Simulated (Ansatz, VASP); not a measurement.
## One calculation of In, two programs

The input INCAR:

```
PREC = Accurate
ENCUT = 520
EDIFF = 1E-7
ISMEAR = 0
SIGMA = 0.15
LREAL = F
LASPH = T
NELM = 80
ALGO = Fast
ISIF = 2
LWAVE = F
LCHARG = F
GGA = PE
NBANDS = 12
```

File KPOINTS:

```
Automatic mesh
0
Gamma
  20 20 20
```

The input POSCAR:

```
In
1.0
   -1.6911960000      1.6911960000      2.3749920000
    1.6911960000     -1.6911960000      2.3749920000
    1.6911960000      1.6911960000     -2.3749920000
In
1
Direct
    0.0000000000      0.0000000000      0.0000000000
```

Input for Ansatz:

```yaml
crystal:
  lattice:
    - [-1.691196, 1.691196, 2.374992]
    - [1.691196, -1.691196, 2.374992]
    - [1.691196, 1.691196, -2.374992]
  atoms:
    - { symbol: In, position: [0.0, 0.0, 0.0] }
basis:
  ecutwfc: 420
kpoints:
  mp_grid: { grid: [20, 20, 20] }
hamiltonian:
  xc: pbe
scf:
  occupations: { method: gaussian, width: 0.15 }
output:
  forces: true
  stress: true
  eigenvalues: true
```

Change from the starting cell: strain +0.040 along x and y, -0.040 along z, atoms carried along.

Alike in both runs: task single point; functional PBE; k mesh 20 × 20 × 20; occupations gaussian, width 0.15 eV; no spin polarisation.

```csv
,VASP,Ansatz
version,VASP 6.6.1,Ansatz 0.2.0
potentials or method,"VASP PAW PBE potentials, release 64 (In_d), cutoff 520 eV","scalar-relativistic, plane waves, PAW"
valence electrons in the cell,13,13
```

|  | VASP | Ansatz | Ansatz less VASP |
| --- | --- | --- | --- |
| gap on the k mesh at the Fermi level (eV) | none | none | - |
| pressure (GPa) | 0.3 | 0.4 | +0.08 |

A gap of «none» marks a metal or a gap that the smearing closes.
